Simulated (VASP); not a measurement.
# ZnS (ldaat) in VASP: notebook

The runs below take ZnS (ldaat) through single point, with LDA.

Everything below comes from runs of VASP 6.6.1. Logs are shortened: lines on timing, memory, paths and dates and some standing lists are left out, and cuts for length are marked.

## 1. The cell of the first run

It takes space group P6_3mc (No. 186, hexagonal). The conventional cell has a = 3.782 Å, b = 3.782 Å, c = 6.208 Å, α = 90.00°, β = 90.00°, γ = 120.00°. Within 2.9 Å of Zn (site symmetry 3m) lie 3 S at 2.19 Å. Within 2.9 Å of S (site symmetry 3m) lie 3 Zn at 2.19 Å.

## 2. Single point, LDA

INCAR

```
SYSTEM = ZnS
PREC = Accurate
ENCUT = 520
EDIFF = 1E-6
ISMEAR = 0
SIGMA = 0.01
LREAL = .FALSE.
LASPH = .TRUE.
NELM = 60
ALGO = Normal
ISIF = 2
LWAVE = .FALSE.
LCHARG = .TRUE.
LELF = .TRUE.
LVHAR = .TRUE.
NBANDS = 26
```

KPOINTS

```
regular mesh
0
G
  9 9 6
  0 0 0
```

POSCAR

```
ZnS
1.0
    3.7822379936      0.0000000000      0.0000000000
   -1.8911189968      3.2755141856      0.0000000000
    0.0000000000      0.0000000000      6.2081825480
Zn S
2 2
Direct
    0.3333333333      0.6666666667     -0.0562062353
    0.6666666667      0.3333333333      0.4437937647
    0.3333333333      0.6666666667      0.4312062353
    0.6666666667      0.3333333333      0.9312062353
```

Potentials or basis: VASP PAW LDA potentials, release 64 (Zn, S).

On the command line:

```bash
> cat potpaw_LDA.64/Zn/POTCAR potpaw_LDA.64/S/POTCAR > POTCAR
> mpirun -np 1 vasp_std > vasp.out
```

OUTCAR:

```text
SYSTEM = ZnS
   PREC = Accurate
   ENCUT = 520
   EDIFF = 1E-6
   ISMEAR = 0
   LREAL = .FALSE.
   LASPH = .TRUE.
   NELM = 60
   ISIF = 2

 ion  position               nearest neighbor table
   1  0.333  0.667  0.944-   4 2.19   4 2.19   4 2.19
   2  0.667  0.333  0.444-   3 2.19   3 2.19   3 2.19
   3  0.333  0.667  0.431-   2 2.19   2 2.19   2 2.19
   4  0.667  0.333  0.931-   1 2.19   1 2.19   1 2.19

  LATTYP: Found a hexagonal cell.
 ALAT       =     3.7822379936
 C/A-ratio  =     1.6414045225

  Lattice vectors:

 A1 = (   3.7822379936,   0.0000000000,   0.0000000000)
 A2 = (  -1.8911189968,   3.2755141856,   0.0000000000)
 A3 = (   0.0000000000,   0.0000000000,   6.2081825480)

Analysis of symmetry for initial positions (statically):
=====================================================================
 Subroutine PRICEL returns:
 Original cell was already a primitive cell.

 Routine SETGRP: Setting up the symmetry group for a
 hexagonal supercell.

 Subroutine GETGRP returns: Found 12 space group operations
 (whereof  6 operations were pure point group operations)
 out of a pool of 24 trial point group operations.

The static configuration has the point symmetry C_3v.
 The point group associated with its full space group is C_6v.

Analysis of symmetry for dynamics (positions and initial velocities):
=====================================================================
 Subroutine PRICEL returns:
 Original cell was already a primitive cell.

 Routine SETGRP: Setting up the symmetry group for a
 hexagonal supercell.

 Subroutine GETGRP returns: Found 12 space group operations
 (whereof  6 operations were pure point group operations)
 out of a pool of 24 trial point group operations.

The dynamic configuration has the point symmetry C_3v.
 The point group associated with its full space group is C_6v.

 Subroutine INISYM returns: Found 12 space group operations
 (whereof  6 operations are pure point group operations),
 and found     1 'primitive' translations

----------------------------------------------------------------------------------------

                                     Primitive cell

  volume of cell :      76.9118

  direct lattice vectors                    reciprocal lattice vectors
     3.782237994  0.000000000  0.000000000     0.264393727  0.152647790  0.000000000
    -1.891118997  3.275514186  0.000000000     0.000000000  0.305295579  0.000000000
     0.000000000  0.000000000  6.208182548     0.000000000  0.000000000  0.161077738

  length of vectors
     3.782237994  3.782237994  6.208182548     0.305295579  0.305295579  0.161077738

  position of ions in fractional coordinates (direct lattice)
     0.333333333  0.666666667  0.943793765
     0.666666667  0.333333333  0.443793765
     0.333333333  0.666666667  0.431206235
     0.666666667  0.333333333  0.931206235

  ion indices of the primitive-cell ions
   primitive index   ion index
                 1           1
                 2           2
                 3           3
                 4           4

----------------------------------------------------------------------------------------

 KPOINTS: regular mesh

Automatic generation of k-mesh.
 Grid dimensions read from file:
 generate k-points for:    9    9    6

 Generating k-lattice:

  Cartesian coordinates                     Fractional coordinates (reciprocal lattice)
     0.029377081  0.016960866  0.000000000     0.111111111  0.000000000  0.000000000
     0.000000000  0.033921731  0.000000000     0.000000000  0.111111111  0.000000000
     0.000000000  0.000000000  0.026846290     0.000000000  0.000000000  0.166666667

  Length of vectors
     0.033921731  0.033921731  0.026846290

  Shift w.r.t. Gamma in fractional coordinates (k-lattice)
     0.000000000  0.000000000  0.000000000

 Subroutine IBZKPT returns following result:
 ===========================================

 Found     48 irreducible k-points:

 Following reciprocal coordinates:
            Coordinates               Weight
  0.000000  0.000000  0.000000      1.000000
  0.111111  0.000000  0.000000      6.000000
  0.222222  0.000000  0.000000      6.000000
  0.333333  0.000000  0.000000      6.000000
  0.444444  0.000000  0.000000      6.000000
  0.111111  0.111111  0.000000      6.000000
[... 16 lines left out ...]
  0.333333  0.222222  0.166667     24.000000
  0.333333  0.333333  0.166667      4.000000
 [... further k-points ...]
   k-points           NKPTS =     48   k-points in BZ     NKDIM =     48   number of bands    NBANDS=     26
   number of dos      NEDOS =    301   number of ions     NIONS =      4
   total plane-waves  NPLWV =  37632
   dimension x,y,z NGX =    28 NGY =   28 NGZ =   48
   dimension x,y,z NGXF=    56 NGYF=   56 NGZF=   96
   ions per type =               2   2
   NGX,Y,Z   is equivalent  to a cutoff of  12.31, 12.31, 12.85 a.u.
   NGXF,Y,Z  is equivalent  to a cutoff of  24.61, 24.61, 25.71 a.u.
 SYSTEM =  ZnS
   PREC   = accura    normal or accurate (medium, high low for compatibility)
   ISTART =      0    job   : 0-new  1-cont  2-samecut
   ICHARG =      2    charge: 1-file 2-atom 10-const
   ISPIN  =      1    spin polarized calculation?
   LNONCOLLINEAR =      F non collinear calculations
   LSORBIT =      F    spin-orbit coupling
   LASPH  =      T    aspherical Exc in radial PAW
   ENCUT  =  520.0 eV  38.22 Ry    6.18 a.u.   7.03  7.03 11.54*2*pi/ulx,y,z
   NELM   =     60;   NELMIN=  2; NELMDL= -5     # of ELM steps
   EDIFF  = 0.1E-05   stopping-criterion for ELM
   LREAL  =      F    real-space projection
   EDIFFG = 0.1E-04   stopping-criterion for IOM
   NSW    =      0    number of steps for IOM
   IBRION =     -1    ionic relax: 0-MD 1-quasi-New 2-CG
   NFREE  =      0    steps in history (QN), initial steepest desc. (CG)
   ISIF   =      2    stress and relaxation
   ISYM   =      2    0-nonsym 1-usesym 2-fastsym
   POTIM  = 0.5000    time-step for ionic-motion
   TEBEG  =    0.0;   TEEND  =   0.0 temperature during run
   PSTRESS=    0.0 pullay stress
   NELECT =      36.0000    total number of electrons
   NUPDOWN=      -1.0000    fix difference up-down
   EMIN   =  10.00;   EMAX   =-10.00  energy-range for DOS
   EFERMI =   0.00;   METHOD = LEGACY
   ISMEAR =     0;   SIGMA  =   0.01  broadening in eV -4-tet -1-fermi 0-gaus
   EFERMI_NEDOS =   21; number of points for ismear=-14 and -15
   IALGO  =     38    algorithm
   IMIX   =      4    mixing-type and parameters
     AMIX     =   0.40;   BMIX     =  1.00
     AMIX_MAG =   1.60;   BMIX_MAG =  1.00
  volume/ion in A,a.u.               =      19.23       129.76
  Fermi-wavevector in a.u.,A,eV,Ry     =   1.271095  2.402022 21.982700  1.615683
  Thomas-Fermi vector in A             =   2.404047
   LORBIT       =      0    0 simple, 1 ext, 2 COOP (PROOUT), +10 PAW based schemes
   GGA     = CA    functional components
   LHFCALC =     F    Hartree Fock is set to
   AEXX    =    0.0000 exact exchange contribution
   IVDW    =     0    specifies the selected vdW correction
   LEPSILON=     F    determine dielectric tensor
   LRPA    =     F    only Hartree local field effects (RPA)
 non-spin polarized calculation
 Gauss-broadening in eV      SIGMA  =   0.01
  energy-cutoff  :      520.00
  volume of cell :       76.91
 maximum number of plane-waves:      2087
   NGX = 15   NGY = 15   NGZ = 23

 number of electron      36.0000000 magnetization

 Free energy of the ion-electron system (eV)
  ---------------------------------------------------
  ext. energy  EPLUGINS =         0.00000000
  ---------------------------------------------------
  free energy    TOTEN  =       -15.55372483 eV

  energy without entropy =      -15.55372483  energy(sigma->0) =      -15.55372483

 E-fermi :   2.0364     XC(G=0): -10.1270

 val. band max:        1.9915084815   @ k =   0.1111   0.0000   0.0000
 cond. band min:       4.4148003626   @ k =   0.0000   0.0000   0.0000
 fundamental gap:      2.4232918810
 Fermi energy:         2.0363981689

 k-point     1 :       0.0000    0.0000    0.0000
  band No.  band energies     occupation
      1     -11.3021      2.00000
      2     -10.4978      2.00000
      3      -4.9551      2.00000
      4      -4.9551      2.00000
      5      -4.9355      2.00000
      6      -4.9355      2.00000
[... 18 lines left out ...]
     25      10.5858      0.00000
     26      11.2444      0.00000

 k-point     2 :       0.1111    0.0000    0.0000
  band No.  band energies     occupation
      1     -11.2066      2.00000
      2     -10.4289      2.00000
      3      -4.9569      2.00000
      4      -4.9396      2.00000
      5      -4.9154      2.00000
      6      -4.8922      2.00000
[... 18 lines left out ...]
     25       9.9528      0.00000
     26      10.7429      0.00000

 k-point     3 :       0.2222    0.0000    0.0000
  band No.  band energies     occupation
      1     -10.9433      2.00000
      2     -10.2521      2.00000
      3      -4.9522      2.00000
      4      -4.9163      2.00000
      5      -4.8066      2.00000
      6      -4.7778      2.00000
[... 18 lines left out ...]
     25       9.9900      0.00000
     26      10.8621      0.00000

 k-point     4 :       0.3333    0.0000    0.0000
  band No.  band energies     occupation
      1     -10.5892      2.00000
      2     -10.0563      2.00000
      3      -4.8904      2.00000
      4      -4.8113      2.00000
      5      -4.6674      2.00000
      6      -4.6353      2.00000
[... 18 lines left out ...]
     25      11.0411      0.00000
     26      11.8457      0.00000
[... 496 lines left out ...]
      1     -10.3821      2.00000
      2     -10.0096      2.00000
      3      -4.8283      2.00000
      4      -4.8136      2.00000
      5      -4.5555      2.00000
      6      -4.5261      2.00000
[... 18 lines left out ...]
     25       9.9449      0.00000
     26      12.2610      0.00000

 k-point    23 :       0.3333    0.2222    0.1667
  band No.  band energies     occupation
      1     -10.1358      2.00000
      2      -9.9460      2.00000
      3      -4.7082      2.00000
      4      -4.6854      2.00000
      5      -4.4683      2.00000
      6      -4.4517      2.00000
[... 18 lines left out ...]
     25      11.0569      0.00000
     26      12.7500      0.00000

 k-point    24 :       0.3333    0.3333    0.1667
  band No.  band energies     occupation
      1      -9.9874      2.00000
      2      -9.9874      2.00000
      3      -4.6388      2.00000
      4      -4.6388      2.00000
      5      -4.4732      2.00000
      6      -4.4530      2.00000
[... 18 lines left out ...]
     25      12.1078      0.00000
     26      12.2408      0.00000

 [... further k-points ...]
[... 5 lines left out ...]
  --------------------------------------------------------------------------------------
  -------------------------------------------------------------------------------------
  Total        2.8205952      2.8205952     -0.9939528      0.0000000      0.0000000      0.0000000
  in kB       58.7568525     58.7568525    -20.7053954      0.0000000      0.0000000      0.0000000
  external PRESSURE =      32.2694366 kB  Pullay stress =       0.0000000 kB

 VOLUME and BASIS-vectors are now :
 -----------------------------------------------------------------------------
  energy-cutoff  :      520.00
  volume of cell :       76.91
      direct lattice vectors                 reciprocal lattice vectors
     3.782237994  0.000000000  0.000000000     0.264393727  0.152647790  0.000000000
    -1.891118997  3.275514186  0.000000000     0.000000000  0.305295579  0.000000000
     0.000000000  0.000000000  6.208182548     0.000000000  0.000000000  0.161077738

 POSITION                                       TOTAL-FORCE (eV/Angst)
 -----------------------------------------------------------------------------------
     -0.00000      2.18368      5.85924        -0.000000      0.000000      0.216023
      1.89112      1.09184      2.75515         0.000000     -0.000000      0.216023
     -0.00000      2.18368      2.67701        -0.000000      0.000000     -0.216023
      1.89112      1.09184      5.78110         0.000000      0.000000     -0.216023
 -----------------------------------------------------------------------------------
    total drift:                               -0.000001     -0.000001     -0.001374

  FREE ENERGIE OF THE ION-ELECTRON SYSTEM (eV)
  ---------------------------------------------------
  free  energy   TOTEN  =       -15.5537248346 eV

  energy  without entropy=      -15.5537248346  energy(sigma->0) =      -15.55372483
```

Wall time 51 s (1 thread of Intel Xeon Platinum 8488C (Sapphire Rapids), shared host); peak memory 0.21 GiB.

What came out:

```yaml
Free_energy: -15.5537 eV
Pressure: 3.2 GPa
Largest_force: 0.216 eV/Å
Band_gap_on_the_k_mesh: 2.42 eV, indirect (least direct gap 2.44 eV)
```

Forces in eV/Å, atoms in the order of the input:
```
Zn   0.000  0.000  0.216
Zn   0.000  0.000  0.216
S    0.000  0.000 -0.216
S    0.000  0.000 -0.216
```

## 3. Single point, LDA

INCAR

```
  PREC = Accurate
  ENCUT = 520
  EDIFF = 1E-6
  ISMEAR = 0
  SIGMA = 0.01
  LREAL = F
  LASPH = T
  NELM = 80
  ALGO = Normal
  ISIF = 2
  LWAVE = F
  LCHARG = T
  GGA = CA
  LELF = T
  LVHAR = T
  NBANDS = 26
```

KPOINTS

```
Automatic mesh
0
Gamma
  9 9 6
```

POSCAR

```
ZnS
1.0
    3.7822379936      0.0000000000      0.0000000000
   -1.8911189968      3.2755141856      0.0000000000
    0.0000000000      0.0000000000      6.2081825480
Zn S
2 2
Direct
    0.3333333333      0.6666666667     -0.0625000000
    0.6666666667      0.3333333333      0.4375000000
    0.3333333333      0.6666666667      0.4375000000
    0.6666666667      0.3333333333      0.9375000000
```

Potentials or basis: VASP PAW LDA potentials, release 64 (Zn, S).

On the command line:

```bash
> cat potpaw_LDA.64/Zn/POTCAR potpaw_LDA.64/S/POTCAR > POTCAR
> mpirun -np 1 vasp_std > vasp.out
```

Wall time 48 s (1 thread of Intel Xeon Platinum 8488C (Sapphire Rapids), shared host); peak memory 0.21 GiB.

It converged, with:

| Property | Result |
| --- | --- |
| Free energy | -15.5367 eV |
| Pressure | 3.3 GPa |
| Band gap on the k mesh | 2.42 eV, indirect (least direct gap 2.44 eV) |

Stress tensor (GPa, compression positive):
```
 6.00  0.00  0.00
 0.00  6.00  0.00
 0.00  0.00 -1.98
```

Levels at points of the mesh, in eV from the valence-band top:
```tsv
k point	band 16	band 17	band 18	band 19	band 20	band 21
(0.00, 0.00, 0.00)	-0.05	-0.05	-0.02	2.42	2.52	6.18
(0.00, 0.00, 0.50)	-0.33	-0.33	-0.33	3.17	3.17	6.49
```

A k mesh can miss the band edges. Expect the measured gap to be larger: semilocal functionals such as LDA lack the derivative discontinuity.
